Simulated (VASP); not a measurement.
Crystal: InBiO.

```
CELL_PARAMETERS angstrom
4.45270 0.00000 0.00000
-2.22635 3.85615 0.00000
0.00000 0.00000 4.40861
ATOMIC_POSITIONS crystal
In 0.00000 0.00000 0.50000
Bi 0.33333 0.66667 0.00000
O 0.66667 0.33333 0.50000
```

The cell was generated, and may not be a known phase.

```yaml
Program: VASP 6.6.1
Task: relaxation of cell and atoms
Functional: PBE
Potentials_or_basis: VASP PAW PBE potentials, release 64 (In_d, Bi_d, O_h)
Cutoff: 1340 eV
k_mesh: 6 × 6 × 4
Occupations: gaussian, width 0.1 eV
Spin: no spin polarisation
```

At the start: pressure -8.8 GPa; volume 25.23 Å³/atom.

**Question.** How do energy, volume and symmetry change on relaxing?

**Answer.** Over 19 steps the energy falls by 528.4 meV/atom and the volume is 22.76 Å³/atom (-9.8 %); space group P-6m2 (No. 187, to 0.1 Å) before and after.

The path:
```
step  energy change (eV)  largest force (eV/Å)  pressure (GPa)  volume (Å³)
   1              0.0000                0.0000           -8.83        75.70
   2             -0.5112                0.0000            1.38        61.43
   3             -0.5114                0.0000            1.11        61.66
   4             -0.6539                0.0000            2.11        61.12
   5             -0.9860                0.0000            5.89        59.31
   6             -0.5470                0.0000           29.16        53.80
   7             -1.1246                0.0000           10.02        57.82
   8             -1.0763                0.0000           16.17        56.20
   9             -1.1177                0.0000           13.91        56.75
  10             -1.1466                0.0000           13.70        57.00
  11             -1.2125                0.0000           13.50        57.69
  12             -1.2415                0.0000           14.11        58.93
  13             -1.3291                0.0000           11.75        60.08
  14             -1.5090                0.0000            5.79        63.63
  15             -1.5646                0.0000           -2.36        71.13
  16             -1.5845                0.0000           -0.21        68.67
  17             -1.5847                0.0000            0.07        68.38
  18             -1.5849                0.0000            0.06        68.36
  19             -1.5852                0.0000            0.06        68.29
```

Final structure:
```cif
data_structure
_symmetry_space_group_name_H-M 'P 1'
_symmetry_Int_Tables_number 1
_cell_length_a 3.6310
_cell_length_b 3.6310
_cell_length_c 5.9814
_cell_angle_alpha 90.000
_cell_angle_beta 90.000
_cell_angle_gamma 120.000
_cell_volume 68.29
loop_
_atom_site_label
_atom_site_type_symbol
_atom_site_fract_x
_atom_site_fract_y
_atom_site_fract_z
_atom_site_occupancy
In1 In 0.00000 0.00000 0.50000 1
Bi1 Bi 0.33333 0.66667 0.00000 1
O1 O 0.66667 0.33333 0.50000 1
```

Caveat: a cell axis changed by over 15 % at a fixed basis, so the end point is rough.
